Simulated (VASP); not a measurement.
Write the native input for VASP 6.6.1 that does the following.

- Task: single point
- Functional: PBE
- Potentials or basis: VASP PAW PBE potentials, release 64 (Mg, O)
- Cutoff: 520 eV
- k mesh: 12 × 12 × 10
- Occupations: gaussian, width 0.05 eV
- Spin: no spin polarisation
- Dipole correction: no
- Further INCAR settings: ALGO = Normal; EDIFF = 1e-07; NBANDS = 11

The structure of MgO lies in POSCAR:

```
MgO
1.0
    2.8458597932      0.0000000000      0.0000000000
   -1.4229298966      2.4645868765      0.0000000000
    0.0000000000      0.0000000000      2.8555873855
Mg O
1 1
Direct
    0.0000000000      0.0000000000      0.0000000000
    0.3333333333      0.6666666667      0.5000000000
```

This cell differs from its parent crystal: ratio of the length along z to the lengths across it x 1.1, volume and fractional coordinates fixed.

One way to write it, as run:

INCAR

```
SYSTEM = MgO
ALGO = Normal
EDIFF = 1E-7
ENCUT = 520
GGA = PE
ISIF = 2
ISMEAR = 0
LASPH = .True.
LCHARG = .False.
LREAL = .False.
LWAVE = .False.
NBANDS = 11
NELM = 80
PREC = Accurate
SIGMA = 0.05
```

KPOINTS

```
k-points
0
Gamma
  12 12 10
  0 0 0
```

Potentials or basis: VASP PAW PBE potentials, release 64 (Mg, O).

Command:

```sh
$ cat potpaw_PBE.64/Mg/POTCAR potpaw_PBE.64/O/POTCAR > POTCAR
$ mpirun -np 1 vasp_std > vasp.out
```

It gave:

```json
{
  "Pressure": "-1.8 GPa",
  "Band gap on the k mesh": "2.28 eV, indirect (least direct gap 2.61 eV)"
}
```

Wall time 26 s on 1 thread of Intel Xeon 8259CL (shared host), peak memory 0.16 GiB.
